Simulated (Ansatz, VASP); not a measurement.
# CdS in VASP and in Ansatz

```
Cd S
1.0
     4.28954    0.00000    0.00000
    -2.14477    3.71485    0.00000
     0.00000    0.00000    6.96899
Cd S
2 2
Cartesian
  0.0000 2.4766 -0.0067
  2.1448 1.2383 3.4778
  0.0000 2.4766 2.6201
  2.1448 1.2383 6.1046
```

Change from the starting cell: hydrostatic strain +3.0%.

Alike in both runs: task single point; functional PBE; k mesh 12 × 12 × 4; occupations fermi-dirac, width 0.02 eV; no spin polarisation.

```csv
,VASP,Ansatz
version,VASP 6.6.1,Ansatz 0.2.0
potentials or method,"VASP PAW PBE potentials, release 64 (Cd, S)","plane waves, PAW"
plane-wave cutoff (eV),520,420
valence electrons in the cell,36,52
```

|  | VASP | Ansatz | Ansatz less VASP |
| --- | --- | --- | --- |
| gap on the k mesh at the Fermi level (eV) | 0.96 | 0.96 | +0.001 |
| pressure (GPa) | -2.7 | -3.0 | -0.22 |
| traceless stress, the component that is largest in VASP (GPa) | 0.06 | 0.05 | -0.002 |

VASP's potentials hold 36 valence electrons a cell and Ansatz's 52, so a difference there can come from the potentials and not from the codes.
